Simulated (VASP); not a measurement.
# Si (a cell with a defect) in VASP: single point with PBE+D3(BJ)

Aim: the single point of Si (a cell with a defect) with PBE+D3(BJ).

Program: VASP 6.6.1. These are calculated values, not measurements. Logs are shortened: lines on timing, memory, paths and dates and some standing lists are left out, and cuts for length are marked.

### 1 The cell of the first run

The cell holds a defect, 63 atoms: a = 10.860 Å, b = 10.860 Å, c = 10.860 Å, α = 90.00°, β = 90.00°, γ = 90.00°.

### 2 Single point, PBE+D3(BJ), collinear spin

File INCAR:

```
SYSTEM = Si
  ALGO = Normal
  EDIFF = 1E-6
  ENCUT = 400
  GGA = PE
  GGA_COMPAT = .False.
  ISIF = 2
  ISMEAR = 0
  ISPIN = 2
  IVDW = 12
  LASPH = .True.
  LCHARG = .True.
  LELF = .True.
  LORBIT = 11
  LREAL = Auto
  LVHAR = .True.
  LWAVE = .False.
  MAGMOM = 0 0 0 0 0 0 0 0 0 0 0 0 0 0 0 0 0 0 0 0 0 0 0 0 0 0 0 0 0 0 0 0 0 0 0 0 0 0 0 0.16 0 0 0 0 0 0 0 0 0 0 0 0 0 0.16 0 0 0 0.16 0.16 0 0 0 0
  NBANDS = 167
  NELECT = 253.0
  NELM = 200
  PREC = Accurate
  SIGMA = 0.05
```

File KPOINTS:

```
k-points
0
Gamma
  1 1 1
  0 0 0
```

File POSCAR:

```
Si
1.0
   10.8600000000      0.0000000000      0.0000000000
    0.0000000000     10.8600000000      0.0000000000
    0.0000000000      0.0000000000     10.8600000000
Si
63
Direct
    0.5000376611     -0.0005701657     -0.0001053407
    0.6247987109      0.1252200737      0.1250255985
    0.7505992634      0.2499798343     -0.0000990792
    0.8752174954      0.3760579190      0.1246249540
    0.7498762431      0.0001301105      0.2499374770
    0.8747729282      0.1252346225      0.3750174954
    0.0006754144     -0.0011621547     -0.0008914365
    0.1248372007      0.1250258748      0.1242651013
    0.2504572744      0.2502054328     -0.0010168508
    0.3749750460      0.3750587477      0.1246647330
    0.4997751381      0.4995860037     -0.0010607735
    0.6249657459      0.6251723757      0.1242511050
    0.7512006446      0.7493309392     -0.0008674033
    0.8750706262      0.8749640884      0.1247582873
    0.2501204420      0.0023571823      0.2521944751
    0.3738701657      0.1307662983      0.3805467772
    0.4994015654      0.2506065378      0.2509696133
    0.6192221915      0.3761168508      0.3805809392
    0.7475953959      0.4998651013      0.2521904236
    0.8754983425      0.6252031308      0.3748264273
    0.4993810313      0.0011849908      0.5004030387
    0.6192885820      0.1307115101      0.6259118785
    0.7488367403      0.2506186924      0.5004183241
    0.8751465930      0.3750600368      0.6248416206
    0.7476327808      0.0023324125      0.7496924494
    0.8755122468      0.1250506446      0.8749796501
    0.0039209024      0.4979720994     -0.0041123389
    0.1260323204      0.6239920810      0.1228784530
    0.2520581031      0.7460711786     -0.0041371087
    0.3739669429      0.8747900552      0.1246084715
   -0.0000554328      0.2499479742      0.2492151934
    0.1252357274      0.3743801105      0.3752380295
    0.2500241252      0.4999880295      0.2499776243
    0.3756388582      0.6247756906      0.3752312155
    0.5000749540      0.7500773481      0.2492178637
    0.6247824125      0.8752392265      0.3750331492
   -0.0000914365     -0.0005646409      0.4997680479
    0.1252546961      0.1254410681      0.6241662983
    0.2502219153      0.2614986188      0.5112773481
    0.3415137201      0.4085302026      0.6583290055
    0.4885146409      0.4998031308      0.5112875691
    0.6245806630      0.6247673112      0.6241700737
    0.7505952118      0.7501077348      0.4997722836
    0.8752561694      0.8747709945      0.6258779006
    0.2500232044      0.0001785451      0.7497906998
    0.3756449355      0.1254442910      0.8745586556
    0.4885841621      0.2614499079      0.7495797422
    0.6245771639      0.3743785451      0.8745771639
    0.7498356354      0.4999900552      0.7497918048
    0.8769339779      0.6239966851      0.8737855433
    0.0006918048      0.7493200737      0.2486235727
    0.1248036832      0.8744711786      0.3748732044
    0.0008134438      0.4995844383      0.4999785451
    0.1327238490      0.6172616943      0.6252423573
    0.2504476059      0.7491713628      0.5000109576
    0.3749675875      0.8748686924      0.6248500921
    0.0008313076      0.2501969613      0.7493581031
    0.1326197053      0.3754396869      0.8671928177
    0.3744842541      0.6173055249      0.8670822284
    0.4997979742      0.7491546961      0.7493699816
    0.6249423573      0.8744579190      0.8750111418
    0.0040056169      0.7460169429      0.7477566298
    0.1260220994      0.8730832413      0.8737963168
```

Potentials or basis: VASP PAW PBE potentials, release 64 (Si).

The run is started by

```console
cat potpaw_PBE.64/Si/POTCAR > POTCAR
mpirun -np 1 vasp_gam > vasp.out
```

OUTCAR:

```text
SYSTEM = Si
   EDIFF = 1E-6
   ENCUT = 400
   GGA = PE
   ISIF = 2
   ISMEAR = 0
   ISPIN = 2
   IVDW = 12
   LASPH = .True.
   LORBIT = 11
   LREAL = Auto
   NELECT = 253.0
   NELM = 200
   PREC = Accurate
 IVDW          = 12

 ion  position               nearest neighbor table
   1  0.500  0.999  1.000-  61 2.35  30 2.35   2 2.36  46 2.36
   2  0.625  0.125  0.125-   5 2.35   1 2.36   3 2.36  17 2.36
   3  0.751  0.250  1.000-  26 2.35   4 2.35   2 2.36  48 2.36
   4  0.875  0.376  0.125-   3 2.35  31 2.35  19 2.38  27 2.38
   5  0.750  0.000  0.250-   2 2.35  36 2.35   6 2.35  14 2.35
   6  0.875  0.125  0.375-   5 2.35  37 2.36  31 2.36  23 2.36
[... 43 lines left out ...]
  50  0.877  0.624  0.874-  49 2.35  27 2.35  62 2.35  13 2.36
  51  0.001  0.749  0.249-  14 2.35  52 2.35  20 2.35  28 2.36
  52  0.125  0.874  0.375-  37 2.35  51 2.35  15 2.36  55 2.36
  53  0.001  0.500  0.500-  32 2.35  24 2.35  54 2.35  20 2.36
  54  0.133  0.617  0.625-  53 2.35  55 2.35  62 2.38
  55  0.250  0.749  0.500-  34 2.35  56 2.35  54 2.35  52 2.36
  56  0.375  0.875  0.625-  55 2.35  60 2.35  21 2.35  45 2.35
  57  0.001  0.250  0.749-  38 2.35  24 2.35  58 2.35  26 2.36
  58  0.133  0.375  0.867-   9 2.35  57 2.35  27 2.38
  59  0.374  0.617  0.867-  11 2.35  60 2.35  29 2.38
  60  0.500  0.749  0.749-  42 2.35  56 2.35  59 2.35  61 2.36
  61  0.625  0.874  0.875-   1 2.35  13 2.35  25 2.36  60 2.36
  62  0.004  0.746  0.748-  50 2.35  63 2.35  44 2.38  54 2.38
  63  0.126  0.873  0.874-  45 2.35  29 2.35  62 2.35   7 2.36

  LATTYP: Found a simple cubic cell.
 ALAT       =    10.8600000000

  Lattice vectors:

 A1 = (  10.8600000000,   0.0000000000,   0.0000000000)
 A2 = (   0.0000000000,  10.8600000000,   0.0000000000)
 A3 = (   0.0000000000,   0.0000000000,  10.8600000000)

Analysis of symmetry for initial positions (statically):
=====================================================================
 Subroutine PRICEL returns:
 Original cell was already a primitive cell.

 Routine SETGRP: Setting up the symmetry group for a
 simple cubic supercell.

 Subroutine GETGRP returns: Found  1 space group operations
 (whereof  1 operations were pure point group operations)
 out of a pool of 48 trial point group operations.

The static configuration has the point symmetry C_1 .

Analysis of symmetry for dynamics (positions and initial velocities):
=====================================================================
 Subroutine PRICEL returns:
 Original cell was already a primitive cell.

 Routine SETGRP: Setting up the symmetry group for a
 simple cubic supercell.

 Subroutine GETGRP returns: Found  1 space group operations
 (whereof  1 operations were pure point group operations)
 out of a pool of 48 trial point group operations.

The dynamic configuration has the point symmetry C_1 .

Analysis of structural, dynamic, and magnetic symmetry:
=====================================================================
 Subroutine PRICEL returns:
 Original cell was already a primitive cell.

 Routine SETGRP: Setting up the symmetry group for a
 simple cubic supercell.

 Subroutine GETGRP returns: Found  1 space group operations
 (whereof  1 operations were pure point group operations)
 out of a pool of 48 trial point group operations.

The overall configuration has the point symmetry C_1 .

 Subroutine INISYM returns: Found  1 space group operations
 (whereof  1 operations are pure point group operations),
 and found     1 'primitive' translations

----------------------------------------------------------------------------------------

                                     Primitive cell

  volume of cell :    1280.8241

[... 181 lines left out ...]
   LNONCOLLINEAR =      F non collinear calculations
   LSORBIT =      F    spin-orbit coupling
   LASPH  =      T    aspherical Exc in radial PAW
   ENCUT  =  400.0 eV  29.40 Ry    5.42 a.u.  17.71 17.71 17.71*2*pi/ulx,y,z
   NELM   =    200;   NELMIN=  2; NELMDL= -5     # of ELM steps
   EDIFF  = 0.1E-05   stopping-criterion for ELM
   LREAL  =      T    real-space projection
   EDIFFG = 0.1E-04   stopping-criterion for IOM
   NSW    =      0    number of steps for IOM
   IBRION =     -1    ionic relax: 0-MD 1-quasi-New 2-CG
   NFREE  =      0    steps in history (QN), initial steepest desc. (CG)
   ISIF   =      2    stress and relaxation
   ISYM   =      2    0-nonsym 1-usesym 2-fastsym
   POTIM  = 0.5000    time-step for ionic-motion
   TEBEG  =    0.0;   TEEND  =   0.0 temperature during run
   PSTRESS=    0.0 pullay stress
   NELECT =     253.0000    total number of electrons
   NUPDOWN=      -1.0000    fix difference up-down
   EMIN   =  10.00;   EMAX   =-10.00  energy-range for DOS
   EFERMI =   0.00;   METHOD = LEGACY
   ISMEAR =     0;   SIGMA  =   0.05  broadening in eV -4-tet -1-fermi 0-gaus
   EFERMI_NEDOS =   21; number of points for ismear=-14 and -15
   IALGO  =     38    algorithm
   IMIX   =      4    mixing-type and parameters
     AMIX     =   0.40;   BMIX     =  1.00
     AMIX_MAG =   1.60;   BMIX_MAG =  1.00
  volume/ion in A,a.u.               =      20.33       137.20
  Fermi-wavevector in a.u.,A,eV,Ry     =   0.953422  1.801706 12.367880  0.909014
  Thomas-Fermi vector in A             =   2.082076
   LORBIT       =     11    0 simple, 1 ext, 2 COOP (PROOUT), +10 PAW based schemes
   GGA     = PE    functional components
   LHFCALC =     F    Hartree Fock is set to
   AEXX    =    0.0000 exact exchange contribution
   IVDW    =    12    specifies the selected vdW correction
   LEPSILON=     F    determine dielectric tensor
   LRPA    =     F    only Hartree local field effects (RPA)
 spin polarized calculation
 Gauss-broadening in eV      SIGMA  =   0.05
  energy-cutoff  :      400.00
  volume of cell :     1280.82
 maximum number of plane-waves:     11564
 NGX is ok and might be reduce to    70
   NGX = 35   NGY = 35   NGZ = 35

 number of electron     252.9999964 magnetization       2.9822355

 Free energy of the ion-electron system (eV)
  ---------------------------------------------------
  ext. energy  EPLUGINS =         0.00000000
  ---------------------------------------------------
  free energy    TOTEN  =      -325.64530025 eV

  energy without entropy =     -325.64096635  energy(sigma->0) =     -325.64313330

 E-fermi :   6.3100     XC(G=0):  -9.3567

 val. band max:        6.2397529957   @ k =   0.0000   0.0000   0.0000
 cond. band min:       6.3964162056   @ k =   0.0000   0.0000   0.0000
 fundamental gap:      0.1566632099
 Fermi energy:         6.3100383810

 spin component 1

 k-point     1 :       0.0000    0.0000    0.0000
  band No.  band energies     occupation
      1      -6.2115      1.00000
      2      -5.1605      1.00000
      3      -5.1604      1.00000
      4      -5.1548      1.00000
      5      -5.1548      1.00000
      6      -5.1135      1.00000
[... 130 lines left out ...]
    137       6.8906      0.00000
    138       6.8984      0.00000
 Fermi energy:         6.3100383810

 spin component 2

 k-point     1 :       0.0000    0.0000    0.0000
  band No.  band energies     occupation
      1      -6.1771      1.00000
      2      -5.1246      1.00000
      3      -5.1245      1.00000
      4      -5.1218      1.00000
      5      -5.1217      1.00000
      6      -5.0873      1.00000
[... 130 lines left out ...]
    137       6.9356      0.00000
    138       6.9528      0.00000
 [bands above 138 left out]

------------------------ aborting loop because EDIFF is reached ----------------------------------------

 Edisp (eV)  -19.95939

 E6    (eV) :   -11.6859

 E8    (eV) :    -8.2735

  FORCE on cell =-STRESS in cart. coord.  units (eV):
  Direction    XX          YY          ZZ          XY          YZ          ZX
  --------------------------------------------------------------------------------------
  -------------------------------------------------------------------------------------
  Total       2.96325     2.94716     2.98053     3.05495    -3.05126     3.05304
  in kB       3.70672     3.68658     3.72834     3.82143    -3.81681     3.81904
  external pressure =        3.71 kB  Pullay stress =        0.00 kB

 VOLUME and BASIS-vectors are now :
 -----------------------------------------------------------------------------
  energy-cutoff  :      400.00
  volume of cell :     1280.82
      direct lattice vectors                 reciprocal lattice vectors
    10.860000000  0.000000000  0.000000000     0.092081031  0.000000000  0.000000000
     0.000000000 10.860000000  0.000000000     0.000000000  0.092081031  0.000000000
     0.000000000  0.000000000 10.860000000     0.000000000  0.000000000  0.092081031

 POSITION                                       TOTAL-FORCE (eV/Angst)
 -----------------------------------------------------------------------------------
      5.43041     10.85381     10.85886        -0.017112     -0.001788     -0.000750
      6.78531      1.35989      1.35778        -0.001208      0.001260      0.022265
      8.15151      2.71478     10.85892         0.001451      0.016944     -0.000807
      9.50486      4.08399      1.35343        -0.022270      0.006452      0.021979
      8.14366      0.00141      2.71432        -0.000544      0.001079      0.001052
      9.50003      1.36005      4.07269        -0.021793      0.001204      0.001519
[... 55 lines left out ...]
      0.04350      8.10174      8.12064        -0.008881      0.008832     -0.017920
      1.36860      9.48168      9.48943         0.008515     -0.015025     -0.008473
 -----------------------------------------------------------------------------------
    total drift:                                0.007529     -0.009010      0.002886

  FREE ENERGIE OF THE ION-ELECTRON SYSTEM (eV)
  ---------------------------------------------------
  free  energy   TOTEN  =      -345.6046938618 eV

  energy  without entropy=     -345.6003599565  energy(sigma->0) =     -345.60252691

 total charge

# of ion       s       p       d       tot
------------------------------------------
    1        0.740   0.961   0.000   1.700
    2        0.740   0.958   0.000   1.698
    3        0.740   0.961   0.000   1.700
    4        0.744   0.941   0.000   1.685
    5        0.740   0.960   0.000   1.700
    6        0.740   0.958   0.000   1.698
[... 55 lines left out ...]
   62        0.740   0.942   0.000   1.682
   63        0.740   0.961   0.000   1.701
--------------------------------------------------
tot         46.905  59.572   0.000 106.477

 magnetization (x)

# of ion       s       p       d       tot
------------------------------------------
    1        0.001   0.005   0.000   0.006
    2        0.000   0.005   0.000   0.005
    3        0.001   0.005   0.000   0.006
    4        0.001   0.009   0.000   0.011
    5        0.001  -0.000   0.000   0.001
    6        0.000   0.005   0.000   0.005
[... 55 lines left out ...]
   62       -0.000   0.011   0.000   0.011
   63        0.001   0.003   0.000   0.004
--------------------------------------------------
tot          0.245   0.855   0.000   1.100
```

Run time: 6 min. Hardware: 1 thread of Oxide Virtual Turin-like, shared host; peak memory 0.97 GiB.

Results:

* Free energy: -345.6047 eV
* Largest force: 0.528 eV/Å
* Net moment: 2.98 μB per cell
* Site moments: Si +0.01, +0.00, +0.02, -0.00, +0.03, +0.10, +0.15 (each value once) μB
* Valence electrons inside the program's atomic spheres: Si 1.70, 1.69, 1.68, 1.67, 1.58, 1.65 (each value once)
* Dispersion energy per atom: -0.317 eV

Forces on the atoms (eV/Å):
```
Si  -0.017 -0.002 -0.001
Si  -0.001  0.001  0.022
Si   0.001  0.017 -0.001
Si  -0.022  0.006  0.022
Si  -0.001  0.001  0.001
Si  -0.022  0.001  0.002
Si   0.005 -0.016 -0.004
Si  -0.003 -0.002 -0.005
Si  -0.011  0.020 -0.003
Si   0.001 -0.001 -0.001
Si  -0.019  0.011 -0.003
Si   0.002  0.003 -0.005
Si   0.015 -0.005 -0.005
Si  -0.008  0.007  0.007
Si  -0.018  0.017  0.017
Si  -0.022  0.007  0.007
Si  -0.016  0.016  0.024
Si  -0.007  0.022  0.006
Si  -0.017  0.018  0.017
Si   0.005  0.003 -0.002
Si  -0.016  0.024  0.016
Si  -0.007  0.007  0.022
Si  -0.024  0.016  0.016
Si   0.000 -0.001  0.000
Si  -0.017  0.018  0.019
Si   0.005 -0.002  0.003
Si  -0.008 -0.018  0.008
Si   0.008 -0.009 -0.015
Si   0.018  0.009  0.009
Si  -0.007  0.022  0.022
Si   0.000  0.017 -0.002
Si   0.006 -0.015  0.005
Si  -0.009  0.009  0.003
Si   0.014 -0.006  0.006
Si  -0.017 -0.001 -0.002
Si  -0.001  0.022  0.001
Si   0.001 -0.002  0.017
Si   0.005  0.005 -0.014
Si   0.006 -0.039 -0.039
Si   0.305 -0.306 -0.304
Si   0.040 -0.006 -0.040
Si  -0.006 -0.005 -0.014
Si   0.002 -0.001  0.017
Si  -0.022  0.022  0.007
Si  -0.009  0.003  0.009
Si   0.014  0.006 -0.006
Si   0.038 -0.039 -0.006
Si  -0.006 -0.014 -0.006
Si  -0.003  0.009  0.009
Si   0.015 -0.008 -0.008
Si   0.005 -0.005 -0.016
Si  -0.003 -0.004 -0.002
Si   0.004  0.010  0.020
Si  -0.069  0.069  0.016
Si  -0.010 -0.003  0.020
Si   0.001  0.000  0.000
Si   0.003  0.020  0.011
Si  -0.068  0.015  0.068
Si  -0.015  0.069  0.069
Si  -0.019 -0.002  0.010
Si   0.002 -0.004  0.002
Si  -0.009  0.009 -0.018
Si   0.009 -0.015 -0.008
```

Caveat: the k points lie up to 0.58 Å⁻¹ apart; the cell carries a net charge on a neutralising background, which shifts energy and pressure; the cell is charged against a uniform background, so pressure and absolute levels hang on convention.
